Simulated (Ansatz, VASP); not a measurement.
# One calculation of V, two programs

```
V
1.0
    -1.49120    1.49120    1.49120
     1.49120   -1.49120    1.49120
     1.49120    1.49120   -1.49120
V
1
Direct
  0.00000 0.00000 0.00000
```

Alike in both runs: functional r2SCAN; k mesh 20 × 20 × 20; occupations gaussian, width 0.1 eV; collinear spin.

Ansatz relaxed the structure, and its values are those at the end. VASP's run is a single point on that final structure, the one shown.

```csv
,VASP,Ansatz
version,VASP 6.6.1,Ansatz 0.2.0
potentials or method,"VASP PAW PBE potentials, release 64 (V_sv), cutoff 520 eV","scalar-relativistic, plane waves, PAW"
valence electrons in the cell,13,13
```

VASP gave:

- gap on the k mesh at the Fermi level (eV): none
- pressure (GPa): 0.7
- net moment per atom (μB): 0.00

Task: Estimate Ansatz's values.

Result: gap on the k mesh at the Fermi level (eV): none; pressure (GPa): 0.0; net moment per atom (μB): 0.00.

VASP's potentials were made for PBE, not for r2SCAN. A gap of «none» marks a metal or a gap that the smearing closes. Ansatz's warnings: seeded moment not kept.
